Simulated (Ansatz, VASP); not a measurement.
**One calculation of CaSe, two programs**

```
CELL_PARAMETERS angstrom
0.00000 2.96754 2.96754
2.96754 0.00000 2.96754
2.96754 2.96754 0.00000
ATOMIC_POSITIONS crystal
Ca 0.00000 0.00000 0.00000
Se 0.50000 0.50000 0.50000
```

Alike in both runs: task single point; functional r2SCAN; k mesh 6 × 6 × 6; no spin polarisation.

|  | VASP | Ansatz |
| --- | --- | --- |
| version | VASP 6.6.1 | Ansatz 0.2.0 |
| potentials or method | VASP PAW PBE potentials, release 64 (Ca_sv, Se) | plane waves, PAW |
| plane-wave cutoff (eV) | 520 | 500 |
| occupations | gaussian, width 0.01 eV | fixed |
| valence electrons in the cell | 16 | 26 |

|  | VASP | Ansatz | Ansatz less VASP |
| --- | --- | --- | --- |
| gap on the k mesh at the Fermi level (eV) | 2.52 | 2.52 | 0.000 |
| pressure (GPa) | 0.2 | 0.0 | -0.24 |

VASP's potentials were made for PBE, not for r2SCAN. VASP's potentials hold 16 valence electrons a cell and Ansatz's 26, so a difference there can come from the potentials and not from the codes.
